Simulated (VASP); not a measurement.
CdS:

```xyz
2
Lattice="4.1924 0.0000 0.0000 -2.0962 3.6308 0.0000 0.0000 0.0000 5.9961" Properties=species:S:1:pos:R:3 pbc="T T T"
Cd    0.0000    0.0000    2.6544
S     2.0962    1.2103    2.6041
```

This cell differs from its parent crystal: ratio of the length along z to the lengths across it x 1.05, volume and fractional coordinates fixed.

Base run:

* Program: VASP 6.6.1
* Functional: PBEsol
* Potentials or basis: VASP PAW PBE potentials, release 64 (Cd_sv_GW, S)
* Cutoff: 540 eV
* k mesh: 9 × 9 × 6
* Occupations: gaussian, width 0.05 eV
* Spin: no spin polarisation

Its results: band gap on the k mesh 1.53 eV, indirect (the least direct gap lies 2.7 meV higher); pressure -0.6 GPa; largest force 0.006 eV/Å.

Problem. The run is repeated on the same cell with these changes: potentials or basis from VASP PAW PBE potentials, release 64 (Cd_sv_GW, S) to VASP PAW PBE potentials, release 64 (Cd, S); cutoff from 540 eV to 520 eV; further incar settings from ALGO = Normal; EDIFF = 1e-06; NBANDS = 20 to ALGO = Normal; EDIFF = 1e-06; NBANDS = 16; valence electrons from 26 to 18. What comes out?

Solution. Band gap on the k mesh 1.54 eV, indirect (the least direct gap lies 2.7 meV higher); pressure 0.1 GPa; largest force 0.003 eV/Å.

Caveats: the PAW data sets were made with another functional, which shifts forces and pressure a little.

A k mesh can miss the band edges.
